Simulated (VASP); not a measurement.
A run of VASP 6.6.1 is set up as follows.

The input INCAR:

```
SYSTEM = Al
ALGO = Normal ; EDIFF = 1E-7
EDIFFG = -0.02 ; ENCUT = 500
GGA = PS ; GGA_COMPAT = .FALSE.
IBRION = 2 ; ISIF = 3
ISMEAR = -1 ; LASPH = .TRUE.
LCHARG = .FALSE. ; LREAL = .FALSE.
LWAVE = .FALSE. ; NELM = 120
NELMIN = 4 ; NSW = 60
PREC = Accurate ; SIGMA = 0.05
```

KPOINTS

```
k-points
0
G
  9 9 9
  0 0 0
```

File POSCAR:

```
Al
1.0
    0.0000000000      2.0248050000      2.0248050000
    2.0248050000      0.0000000000      2.0248050000
    2.0248050000      2.0248050000      0.0000000000
Al
1
Direct
    0.0000000000      0.0000000000      0.0000000000
```

Potentials or basis: VASP PAW PBE potentials, release 64 (Al).

The run is started by

```console
$ cat potpaw_PBE.64/Al/POTCAR > POTCAR
$ mpirun -np 1 vasp_std > vasp.out
```

Problem. Estimate the relaxed cell.

Solution. a = 2.844 Å, b = 2.844 Å, c = 2.844 Å, α = 60.00°, β = 60.00°, γ = 60.00°.

Problem. Predict the relaxed volume.

Solution. 16.26 Å³/atom.

Problem. Predict the space group after relaxing (to 0.1 Å).

Solution. Fm-3m (No. 225).

Problem. Predict the band gap on the k mesh.

Solution. Zero (an odd number of electrons rules out a gap without spin polarisation).

Final structure:
```xyz
1
Lattice="0.0000 2.0110 2.0110 2.0110 0.0000 2.0110 2.0110 2.0110 0.0000" Properties=species:S:1:pos:R:3 pbc="T T T"
Al    0.0000    0.0000    0.0000
```

Caveat: the PAW data sets were made with another functional, which shifts forces and pressure a little.
